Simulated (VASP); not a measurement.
Wanted: the native input for a VASP 6.6.1 run.

| Property | Result |
| --- | --- |
| Task | single point |
| Functional | HSE06 |
| Potentials or basis | VASP PAW PBE potentials, release 64 (Cu, Cl) |
| Cutoff | 520 eV |
| k mesh | 4 × 4 × 4 |
| Occupations | fermi-dirac, width 0.05 eV |
| Spin | no spin polarisation |
| Dipole correction | no |
| Grid for exact exchange (PRECFOCK) | Normal |
| Further INCAR settings | ALGO = Normal; EDIFF = 1e-06; NBANDS = 16 |
| Share of exact exchange | 0.25 |
| Screening parameter | 0.2079 1/Å |

Crystal: CuCl (zinc blende type).

```
CELL_PARAMETERS angstrom
0.00000 2.74566 2.74566
2.74566 0.00000 2.74566
2.74566 2.74566 0.00000
ATOMIC_POSITIONS crystal
Cu 0.00000 0.00000 0.00000
Cl 0.25000 0.25000 0.25000
```

The input as run:

POSCAR

```
CuCl
1.0
    0.0000000000      2.7456619844      2.7456619844
    2.7456619844      0.0000000000      2.7456619844
    2.7456619844      2.7456619844      0.0000000000
Cu Cl
1 1
Direct
    0.0000000000      0.0000000000      0.0000000000
    0.2500000000      0.2500000000      0.2500000000
```

INCAR.step1

```
PREC = Accurate
ENCUT = 520
EDIFF = 1E-5
ISMEAR = -1
SIGMA = 0.05
LREAL = False
LASPH = True
NELM = 120
ALGO = Normal
ISIF = 2
LWAVE = True
GGA = PE
NBANDS = 16
GGA_COMPAT = False
```

INCAR.step2

```
PREC = Accurate
ENCUT = 520
EDIFF = 1E-6
ISMEAR = -1
SIGMA = 0.05
LREAL = False
LASPH = True
NELM = 120
ALGO = Normal
ISIF = 2
LWAVE = False
LCHARG = True
GGA = PE
LHFCALC = True
HFSCREEN = 0.2079
PRECFOCK = Normal
LELF = True
LVHAR = True
ISTART = 1
NBANDS = 16
GGA_COMPAT = False
```

KPOINTS

```
regular mesh
0
Gamma
  4 4 4
```

Potentials or basis: VASP PAW PBE potentials, release 64 (Cu, Cl).

Run with:

```sh
$ cat potpaw_PBE.64/Cu/POTCAR potpaw_PBE.64/Cl/POTCAR > POTCAR
$ cp INCAR.step1 INCAR
$ mpirun -np 1 vasp_std > vasp.out
$ cp INCAR.step2 INCAR
$ mpirun -np 1 vasp_std > vasp.out
```

It gave:

* Pressure: -1.3 GPa
* Band gap on the k mesh: 2.29 eV

Caveat: the k points lie up to 0.50 Å⁻¹ apart; the PAW data sets were made with another functional, which shifts forces and pressure a little.

It took 7.4 min on 1 thread of Intel(R) Xeon(R) Platinum 8375C CPU @ 2.90GHz (Ice Lake), with other jobs on the host, peak memory 0.27 GiB.
